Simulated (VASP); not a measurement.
# Be3TeF4 (P1) in VASP: further runs

Runs on Be3TeF4. Level: PBE. Tasks: single point.

Program: VASP 6.6.1. These are calculated values, not measurements. Logs are shortened: lines on timing, memory, paths and dates and some standing lists are left out, and cuts for length are marked.

### Step 1. The cell of the first run

The typed cell holds 8 atoms: a = 4.519 Å, b = 5.824 Å, c = 6.088 Å, α = 75.27°, β = 70.85°, γ = 70.30°.

The cell was built from a structure type or drawn by symmetry, and may not be a known phase.

### Step 2. Single point, PBE

INCAR reads:

```
ALGO     = Normal         # electronic algorithm
EDIFF    = 1E-7           # SCF threshold, eV
ENCUT    = 520            # plane-wave cutoff, eV
GGA      = PE             # functional
ISIF     = 2              # what is computed and relaxed
ISMEAR   = 0              # smearing method
LASPH    = T              # aspherical terms in the spheres
LCHARG   = F              # write CHGCAR
LREAL    = F              # projectors in reciprocal space
LWAVE    = F              # write WAVECAR
NBANDS   = 30             # bands
NELM     = 100            # most SCF steps
PREC     = Accurate       # precision mode
SIGMA    = 0.1            # smearing width, eV
```

KPOINTS reads:

```
k-points
0
Gamma
  4 4 4
```

POSCAR reads:

```
Be3TeF4
1.0
    4.5193960000      0.0000000000      0.0000000000
    1.9629320000      5.4830331000      0.0000000000
    1.9972005000      0.9290273000      5.6757144000
Be Te F
3 1 4
Direct
    0.1398960000      0.6376760000      0.1619850000
    0.8951650000      0.0172540000      0.4515730000
    0.6051680000      0.9078320000      0.9695180000
    0.3897040000      0.1905760000      0.2673900000
    0.8445080000      0.6708510000      0.0710860000
    0.7659830000      0.0259140000      0.7172390000
    0.3369380000      0.8014430000      0.9630340000
    0.0226370000      0.7484530000      0.3981750000
```

Potentials or basis: VASP PAW PBE potentials, release 64 (Be, Te, F).

Started as:

```sh
> cat potpaw_PBE.64/Be/POTCAR potpaw_PBE.64/Te/POTCAR potpaw_PBE.64/F/POTCAR > POTCAR
> mpirun -np 1 vasp_std > vasp.out
```

OUTCAR:

```text
EDIFF = 1E-7
   ENCUT = 520
   GGA = PE
   ISIF = 2
   ISMEAR = 0
   LASPH = T
   LREAL = F
   NELM = 100
   PREC = Accurate

 ion  position               nearest neighbor table
   1  0.140  0.638  0.162-   5 1.54   7 1.56   8 1.58   4 2.47
   2  0.895  0.017  0.452-   6 1.54   8 1.55   4 2.56   4 2.65
   3  0.605  0.908  0.970-   7 1.55   6 1.56   5 1.57   4 2.50
   4  0.390  0.191  0.267-   1 2.47   3 2.50   2 2.56   2 2.65
   5  0.845  0.671  0.071-   1 1.54   3 1.57
   6  0.766  0.026  0.717-   2 1.54   3 1.56
   7  0.337  0.801  0.963-   3 1.55   1 1.56
   8  0.023  0.748  0.398-   2 1.55   1 1.58

  Warning from LATTYP: Got some problem with cell dimensions!
  Tried to take original basis but could not verify dimensions!
  LATTYP: Found a triclinic cell.
 ALAT       =     4.5193960000
 B/A-ratio  =     1.3386133841
 C/A-ratio  =     1.3471170363
 COS(alpha) =     0.0003226502
 COS(beta)  =     0.3280469020
 COS(gamma) =     0.4225753127

  Lattice vectors:

 A1 = (  -4.5193960000,   0.0000000000,   0.0000000000)
 A2 = (  -2.5564640000,   5.4830331000,   0.0000000000)
 A3 = (  -1.9972005000,  -0.9290273000,  -5.6757144000)

Analysis of symmetry for initial positions (statically):
=====================================================================
 Subroutine PRICEL returns:
 Original cell was already a primitive cell.

 Routine SETGRP: Setting up the symmetry group for a
 triclinic supercell.

 Subroutine GETGRP returns: Found  1 space group operations
 (whereof  1 operations were pure point group operations)
 out of a pool of  2 trial point group operations.

The static configuration has the point symmetry C_1 .

Analysis of symmetry for dynamics (positions and initial velocities):
=====================================================================
 Subroutine PRICEL returns:
 Original cell was already a primitive cell.

 Routine SETGRP: Setting up the symmetry group for a
 triclinic supercell.

 Subroutine GETGRP returns: Found  1 space group operations
 (whereof  1 operations were pure point group operations)
 out of a pool of  2 trial point group operations.

The dynamic configuration has the point symmetry C_1 .

 Subroutine INISYM returns: Found  1 space group operations
 (whereof  1 operations are pure point group operations),
 and found     1 'primitive' translations

----------------------------------------------------------------------------------------

                                     Primitive cell

  volume of cell :     140.6442

  direct lattice vectors                    reciprocal lattice vectors
     4.519396000  0.000000000  0.000000000     0.221268506 -0.079214373 -0.064894959
     1.962932000  5.483033100  0.000000000     0.000000000  0.182380807 -0.029852938
     1.997200500  0.929027300  5.675714400     0.000000000  0.000000000  0.176189274

  length of vectors
     4.519396000  5.823809236  6.088155346     0.243815554  0.184807891  0.176189274

  position of ions in fractional coordinates (direct lattice)
     0.139896000  0.637676000  0.161985000
     0.895165000  0.017254000  0.451573000
     0.605168000  0.907832000  0.969518000
     0.389704000  0.190576000  0.267390000
     0.844508000  0.670851000  0.071086000
     0.765983000  0.025914000  0.717239000
     0.336938000  0.801443000  0.963034000
     0.022637000  0.748453000  0.398175000

  ion indices of the primitive-cell ions
   primitive index   ion index
                 1           1
                 2           2
                 3           3
                 4           4
                 5           5
                 6           6
                 7           7
                 8           8

----------------------------------------------------------------------------------------

 KPOINTS: k-points

Automatic generation of k-mesh.
 Grid dimensions read from file:
 generate k-points for:    4    4    4

 Generating k-lattice:

  Cartesian coordinates                     Fractional coordinates (reciprocal lattice)
     0.055317126 -0.019803593 -0.016223740     0.250000000  0.000000000  0.000000000
     0.000000000  0.045595202 -0.007463234     0.000000000  0.250000000  0.000000000
     0.000000000  0.000000000  0.044047319     0.000000000  0.000000000  0.250000000

  Length of vectors
     0.060953888  0.046201973  0.044047319

  Shift w.r.t. Gamma in fractional coordinates (k-lattice)
     0.000000000  0.000000000  0.000000000

 Subroutine IBZKPT returns following result:
 ===========================================

 Found     36 irreducible k-points:

 Following reciprocal coordinates:
            Coordinates               Weight
  0.000000  0.000000  0.000000      1.000000
  0.250000  0.000000 -0.000000      2.000000
  0.500000  0.000000 -0.000000      1.000000
  0.000000  0.250000 -0.000000      2.000000
  0.250000  0.250000 -0.000000      2.000000
  0.500000  0.250000 -0.000000      2.000000
[... 16 lines left out ...]
  0.000000 -0.250000  0.250000      2.000000
  0.250000 -0.250000  0.250000      2.000000
 [... further k-points ...]
   k-points           NKPTS =     36   k-points in BZ     NKDIM =     36   number of bands    NBANDS=     30
   number of dos      NEDOS =    301   number of ions     NIONS =      8
   total plane-waves  NPLWV =  82944
   dimension x,y,z NGX =    36 NGY =   48 NGZ =   48
   dimension x,y,z NGXF=    72 NGYF=   96 NGZF=   96
   ions per type =               3   1   4
   NGX,Y,Z   is equivalent  to a cutoff of  13.24, 13.70, 13.11 a.u.
   NGXF,Y,Z  is equivalent  to a cutoff of  26.49, 27.40, 26.21 a.u.
 SYSTEM =  unknown system
   PREC   = accura    normal or accurate (medium, high low for compatibility)
   ISTART =      0    job   : 0-new  1-cont  2-samecut
   ICHARG =      2    charge: 1-file 2-atom 10-const
   ISPIN  =      1    spin polarized calculation?
   LNONCOLLINEAR =      F non collinear calculations
   LSORBIT =      F    spin-orbit coupling
   LASPH  =      T    aspherical Exc in radial PAW
   ENCUT  =  520.0 eV  38.22 Ry    6.18 a.u.   8.40 10.83 11.32*2*pi/ulx,y,z
   NELM   =    100;   NELMIN=  2; NELMDL= -5     # of ELM steps
   EDIFF  = 0.1E-06   stopping-criterion for ELM
   LREAL  =      F    real-space projection
   EDIFFG = 0.1E-05   stopping-criterion for IOM
   NSW    =      0    number of steps for IOM
   IBRION =     -1    ionic relax: 0-MD 1-quasi-New 2-CG
   NFREE  =      0    steps in history (QN), initial steepest desc. (CG)
   ISIF   =      2    stress and relaxation
   ISYM   =      2    0-nonsym 1-usesym 2-fastsym
   POTIM  = 0.5000    time-step for ionic-motion
   TEBEG  =    0.0;   TEEND  =   0.0 temperature during run
   PSTRESS=    0.0 pullay stress
   NELECT =      40.0000    total number of electrons
   NUPDOWN=      -1.0000    fix difference up-down
   EMIN   =  10.00;   EMAX   =-10.00  energy-range for DOS
   EFERMI =   0.00;   METHOD = LEGACY
   ISMEAR =     0;   SIGMA  =   0.10  broadening in eV -4-tet -1-fermi 0-gaus
   EFERMI_NEDOS =   21; number of points for ismear=-14 and -15
   IALGO  =     38    algorithm
   IMIX   =      4    mixing-type and parameters
     AMIX     =   0.40;   BMIX     =  1.00
     AMIX_MAG =   1.60;   BMIX_MAG =  1.00
  volume/ion in A,a.u.               =      17.58       118.64
  Fermi-wavevector in a.u.,A,eV,Ry     =   1.076600  2.034478 15.770061  1.159067
  Thomas-Fermi vector in A             =   2.212488
   LORBIT       =      0    0 simple, 1 ext, 2 COOP (PROOUT), +10 PAW based schemes
   GGA     = PE    functional components
   LHFCALC =     F    Hartree Fock is set to
   AEXX    =    0.0000 exact exchange contribution
   IVDW    =     0    specifies the selected vdW correction
   LEPSILON=     F    determine dielectric tensor
   LRPA    =     F    only Hartree local field effects (RPA)
 non-spin polarized calculation
 Gauss-broadening in eV      SIGMA  =   0.10
  energy-cutoff  :      520.00
  volume of cell :      140.64
 maximum number of plane-waves:      3802
 NGX is ok and might be reduce to    36
   NGX = 17   NGY = 21   NGZ = 23

 number of electron      40.0000001 magnetization

 Free energy of the ion-electron system (eV)
  ---------------------------------------------------
  ext. energy  EPLUGINS =         0.00000000
  ---------------------------------------------------
  free energy    TOTEN  =       -41.15055612 eV

  energy without entropy =      -41.15055612  energy(sigma->0) =      -41.15055612

 E-fermi :   0.6736     XC(G=0):  -7.5647

 val. band max:        0.1615428375   @ k =   0.0000   0.5000   0.5000
 cond. band min:       4.0739631551   @ k =   0.0000   0.5000   0.5000
 fundamental gap:      3.9124203176
 Fermi energy:         0.6735703323

 k-point     1 :       0.0000    0.0000    0.0000
  band No.  band energies     occupation
      1     -24.4693      2.00000
      2     -24.0533      2.00000
      3     -23.9607      2.00000
      4     -23.6413      2.00000
      5      -9.0939      2.00000
      6      -7.9441      2.00000
[... 22 lines left out ...]
     29      10.1715      0.00000
     30      10.9493      0.00000

 k-point     2 :       0.2500    0.0000   -0.0000
  band No.  band energies     occupation
      1     -24.3884      2.00000
      2     -24.0776      2.00000
      3     -23.9460      2.00000
      4     -23.7257      2.00000
      5      -9.0692      2.00000
      6      -7.8264      2.00000
[... 22 lines left out ...]
     29      10.3851      0.00000
     30      10.9272      0.00000

 k-point     3 :       0.5000    0.0000   -0.0000
  band No.  band energies     occupation
      1     -24.2548      2.00000
      2     -24.1385      2.00000
      3     -23.9251      2.00000
      4     -23.8326      2.00000
      5      -9.0417      2.00000
      6      -7.8014      2.00000
[... 22 lines left out ...]
     29      10.4237      0.00000
     30      10.6775      0.00000

 k-point     4 :       0.0000    0.2500   -0.0000
  band No.  band energies     occupation
      1     -24.4684      2.00000
      2     -24.0538      2.00000
      3     -23.9607      2.00000
      4     -23.6414      2.00000
      5      -9.1935      2.00000
      6      -7.9285      2.00000
[... 22 lines left out ...]
     29      10.3521      0.00000
     30      11.0290      0.00000

 k-point     5 :       0.2500    0.2500   -0.0000
  band No.  band energies     occupation
      1     -24.3880      2.00000
      2     -24.0779      2.00000
      3     -23.9460      2.00000
      4     -23.7257      2.00000
      5      -9.0490      2.00000
      6      -7.8492      2.00000
[... 22 lines left out ...]
     29      10.2333      0.00000
     30      10.8213      0.00000
[... 526 lines left out ...]
     29      10.0710      0.00000
     30      10.3087      0.00000

 k-point    22 :      -0.2500    0.5000    0.2500
  band No.  band energies     occupation
      1     -24.3420      2.00000
      2     -24.1777      2.00000
      3     -23.8875      2.00000
      4     -23.7302      2.00000
      5      -9.2101      2.00000
      6      -7.7639      2.00000
[... 22 lines left out ...]
     29      10.0610      0.00000
     30      10.6362      0.00000

 k-point    23 :       0.0000   -0.2500    0.2500
  band No.  band energies     occupation
      1     -24.4447      2.00000
      2     -24.1313      2.00000
      3     -23.9069      2.00000
      4     -23.6413      2.00000
      5      -9.2274      2.00000
      6      -7.9531      2.00000
[... 22 lines left out ...]
     29      10.3790      0.00000
     30      11.1314      0.00000

 k-point    24 :       0.2500   -0.2500    0.2500
  band No.  band energies     occupation
      1     -24.3874      2.00000
      2     -24.0790      2.00000
      3     -23.9431      2.00000
      4     -23.7279      2.00000
      5      -9.1765      2.00000
      6      -7.7912      2.00000
[... 22 lines left out ...]
     29      10.4729      0.00000
     30      10.8892      0.00000

 [... further k-points ...]

------------------------ aborting loop because EDIFF is reached ----------------------------------------

  FORCE on cell =-STRESS in cart. coord.  units (eV):
  Direction    XX          YY          ZZ          XY          YZ          ZX
  --------------------------------------------------------------------------------------
  -------------------------------------------------------------------------------------
  Total        0.1032255      0.0178343      0.0289905      0.0163276      0.0246841     -0.0018880
  in kB        1.1759147      0.2031629      0.3302513      0.1859988      0.2811941     -0.0215079
  external PRESSURE =       0.5697763 kB  Pullay stress =       0.0000000 kB

 VOLUME and BASIS-vectors are now :
 -----------------------------------------------------------------------------
  energy-cutoff  :      520.00
  volume of cell :      140.64
      direct lattice vectors                 reciprocal lattice vectors
     4.519396000  0.000000000  0.000000000     0.221268506 -0.079214373 -0.064894959
     1.962932000  5.483033100  0.000000000     0.000000000  0.182380807 -0.029852938
     1.997200500  0.929027300  5.675714400     0.000000000  0.000000000  0.176189274

 POSITION                                       TOTAL-FORCE (eV/Angst)
 -----------------------------------------------------------------------------------
      2.20748      3.64689      0.91938         0.003918     -0.063711      0.011250
      4.98136      0.51413      2.56300         0.006178      0.045861     -0.003229
      6.45333      5.87838      5.50271         0.007905      0.041792     -0.012459
      2.66935      1.29335      1.51763         0.006231     -0.001152      0.005128
      5.27547      3.74434      0.40346        -0.011662     -0.011466      0.004302
      4.94512      0.80842      4.07084        -0.002451     -0.000570      0.005638
      5.01931      5.28902      5.46591        -0.012281      0.003031     -0.010076
      2.36670      4.47371      2.25993         0.002163     -0.013785     -0.000555
 -----------------------------------------------------------------------------------
    total drift:                               -0.000701     -0.000941      0.000225

  FREE ENERGIE OF THE ION-ELECTRON SYSTEM (eV)
  ---------------------------------------------------
  free  energy   TOTEN  =       -41.1505561164 eV

  energy  without entropy=      -41.1505561164  energy(sigma->0) =      -41.15055612
```

It took 80 s on 1 thread of Intel Xeon 6975P-C (Granite Rapids), shared host; peak memory 0.33 GiB.

Results:

* Free energy: -41.1506 eV
* Pressure: 0.1 GPa
* Largest force: 0.065 eV/Å
* Band gap on the k mesh: 3.91 eV

Forces in eV/Å, atoms in the order of the input:
```
Be   0.004 -0.064  0.011
Be   0.006  0.046 -0.003
Be   0.008  0.042 -0.012
Te   0.006 -0.001  0.005
F   -0.012 -0.011  0.004
F   -0.002 -0.001  0.006
F   -0.012  0.003 -0.010
F    0.002 -0.014 -0.001
```

Stress tensor (GPa, compression positive):
```
0.12 0.02 0.00
0.02 0.02 0.03
0.00 0.03 0.03
```

Caveat: spin-orbit coupling is left out, which moves the levels of the heavy elements. A k mesh can miss the band edges.

### Step 3. Single point, PBE

INCAR reads:

```
SYSTEM = Be3TeF4
PREC = Accurate
ENCUT = 520
EDIFF = 1E-6
ISMEAR = 0
SIGMA = 0.02
LREAL = .False.
LASPH = .True.
NELM = 80
ALGO = Normal
ISIF = 2
LWAVE = .False.
LCHARG = .False.
GGA = PE
NBANDS = 30
```

KPOINTS reads:

```
Automatic mesh
0
Gamma
  6 4 4
  0 0 0
```

POSCAR is that of step 2.

Potentials or basis: VASP PAW PBE potentials, release 64 (Be, Te, F).

Started as:

```sh
> cat potpaw_PBE.64/Be/POTCAR potpaw_PBE.64/Te/POTCAR potpaw_PBE.64/F/POTCAR > POTCAR
> mpirun -np 1 vasp_std > vasp.out
```

Run time: 84 s. Hardware: 1 thread of Intel Xeon 6975P-C (Granite Rapids), shared host; peak memory 0.38 GiB.

It converged, with:

* Free energy: -41.1558 eV
* Pressure: 0.1 GPa
* Largest force: 0.062 eV/Å
* Band gap on the k mesh: 3.91 eV

Forces in eV/Å, atoms in the order of the input:
```
Be   0.003 -0.061  0.011
Be   0.005  0.044 -0.003
Be   0.008  0.040 -0.014
Te   0.006  0.002  0.003
F   -0.011 -0.010  0.004
F   -0.003 -0.001  0.006
F   -0.011  0.002 -0.010
F    0.002 -0.016  0.003
```

Levels at points of the mesh, in eV from the valence-band top:
```tsv
k point	band 18	band 19	band 20	band 21	band 22	band 23
(0.00, 0.00, 0.00)	-0.64	-0.43	-0.10	3.93	4.80	6.26
(0.50, 0.00, 0.00)	-1.86	-0.87	-0.28	5.63	6.13	6.65
(0.00, 0.50, 0.00)	-1.42	-0.26	-0.05	3.96	5.62	6.62
(0.50, 0.50, 0.00)	-1.66	-0.78	-0.23	5.67	5.91	6.75
(0.00, 0.00, 0.50)	-0.82	-0.59	-0.07	4.03	5.71	6.62
(0.50, 0.00, 0.50)	-1.76	-0.86	-0.30	5.51	5.93	6.95
(0.00, 0.50, 0.50)	-1.32	-0.50	0.00	3.91	5.38	6.97
(0.50, 0.50, 0.50)	-1.69	-0.80	-0.26	5.54	6.11	6.41
```

Caveat: spin-orbit coupling is left out, which moves the levels of the heavy elements. A k mesh can miss the band edges.
